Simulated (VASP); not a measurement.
Al:

```
CELL_PARAMETERS angstrom
2.86348 0.00000 0.00000
-1.43174 2.47985 0.00000
0.00000 0.00000 4.67607
ATOMIC_POSITIONS crystal
Al 0.33333 0.66667 0.25000
Al 0.66667 0.33333 0.75000
```

| Item | Value |
| --- | --- |
| Program | VASP 6.6.1 |
| Task | relaxation of cell and atoms |
| Functional | LDA |
| Potentials or basis | VASP PAW LDA potentials, release 64 (Al) |
| Cutoff | 600 eV |
| k mesh | 13 × 13 × 7 |
| Occupations | fermi-dirac, width 0.1 eV |
| Spin | no spin polarisation |

At the start: pressure -3.0 GPa; volume 16.60 Å³/atom.

Task: Where does the relaxation end?

Result: Over 7 steps the energy falls by 6.6 meV/atom and the volume is 15.94 Å³/atom (-4.0 %); space group P6_3/mmc (No. 194, to 0.05 Å).

Step by step:
| step | energy change (eV) | largest force (eV/Å) | pressure (GPa) | volume (Å³) |
| --- | --- | --- | --- | --- |
| 1 | 0.0000 | 0.0000 | -3.02 | 33.20 |
| 2 | -0.0128 | 0.0000 | 0.40 | 31.72 |
| 3 | -0.0130 | 0.0000 | 0.01 | 31.88 |
| 4 | -0.0130 | 0.0000 | -0.06 | 31.90 |
| 5 | -0.0130 | 0.0000 | -0.06 | 31.90 |
| 6 | -0.0131 | 0.0000 | -0.05 | 31.90 |
| 7 | -0.0132 | 0.0000 | -0.02 | 31.89 |

Final structure:
```yaml
crystal:
  lattice:
    - [2.83680, 0.00000, 0.00000]
    - [-1.41840, 2.45674, 0.00000]
    - [0.00000, 0.00000, 4.57518]
  atoms:
    - { symbol: Al, position: [0.33333, 0.66667, 0.25000] }
    - { symbol: Al, position: [0.66667, 0.33333, 0.75000] }
```
